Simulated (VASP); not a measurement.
Write the native input for VASP 6.6.1 that does the following.

* Task: single point
* Functional: PBEsol
* Potentials or basis: VASP PAW PBE potentials, release 64 (Br)
* Cutoff: 520 eV
* k mesh: 7 × 7 × 3
* Occupations: fermi-dirac, width 0.05 eV
* Spin: no spin polarisation
* Dipole correction: no
* Further INCAR settings: ALGO = Normal; EDIFF = 1e-07; NBANDS = 22

The structure of Br lies in POSCAR:

```
Br
1.0
    3.2945929801     -2.2751377168      0.0000000000
    3.2945929801      2.2751377168      0.0000000000
    0.0000000000      0.0000000000      8.5246521939
Br
4
Direct
    0.3651000000      0.6349000000      0.3901000000
    0.1349000000      0.8651000000      0.8901000000
    0.6349000000      0.3651000000      0.6099000000
    0.8651000000      0.1349000000      0.1099000000
```

This cell differs from its parent crystal: volume scaled by 0.94.

The input as run:

INCAR

```
SYSTEM = Br
ALGO = Normal ; EDIFF = 1E-7
ENCUT = 520 ; GGA = PS
ISIF = 2 ; ISMEAR = -1
LASPH = .True. ; LCHARG = .False.
LREAL = .False. ; LWAVE = .False.
NBANDS = 22 ; NELM = 80
PREC = Accurate ; SIGMA = 0.05
```

KPOINTS

```
k-points
0
Gamma
  7 7 3
  0 0 0
```

Potentials or basis: VASP PAW PBE potentials, release 64 (Br).

Command:

```console
$ cat potpaw_PBE.64/Br/POTCAR > POTCAR
$ mpirun -np 1 vasp_std > vasp.out
```

Results of the run:

```
Pressure               : 2.1 GPa
Largest force          : 1.530 eV/Å
Band gap on the k mesh : 2.03 eV, indirect (least direct gap 2.05 eV)
```

Caveat: the PAW data sets were made with another functional, which shifts forces and pressure a little.

It took 38 s on 1 thread of Intel(R) Xeon(R) 6975P-C (Granite Rapids), on a shared host, peak memory 0.25 GiB.
